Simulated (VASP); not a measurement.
**IrPt: single point with LDA**

Crystal: IrPt.

```xyz
2
Lattice="1.3665 0.7890 4.4160 -1.3665 0.7890 4.4160 0.0000 -1.5779 4.4160" Properties=species:S:1:pos:R:3 pbc="T T T"
Ir    0.0000    0.0000    0.0000
Pt    0.0000    0.0000    6.6240
```

```json
{
  "Program": "VASP 6.6.1",
  "Task": "single point",
  "Functional": "LDA",
  "Potentials or basis": "VASP PAW LDA potentials, release 64 (Ir, Pt)",
  "Cutoff": "520 eV",
  "k mesh": "7 × 7 × 7",
  "Occupations": "methfessel-paxton, width 0.05 eV",
  "Spin": "no spin polarisation"
}
```

```
Pressure : 1.5 GPa
```

Stress tensor (GPa, compression positive):
```
 2.54  0.00  0.00
 0.00  2.54  0.00
 0.00  0.00 -0.55
```

Levels at points of the mesh, in eV from the Fermi level:
| k point | band 6 | band 7 | band 8 | band 9 | band 10 | band 11 | band 12 | band 13 | band 14 | band 15 |
| --- | --- | --- | --- | --- | --- | --- | --- | --- | --- | --- |
| (0.00, 0.00, 0.00) | -3.96 | -3.96 | -1.52 | -1.52 | -0.64 | 0.56 | 0.56 | 6.84 | 13.86 | 14.37 |

Wall time 15 s on 1 thread of Intel(R) Xeon(R) 6975P-C (Granite Rapids), on a shared host, peak memory 0.19 GiB.

Caveat: the k points lie up to 0.39 Å⁻¹ apart; spin-orbit coupling is left out, which moves the levels of the heavy elements.
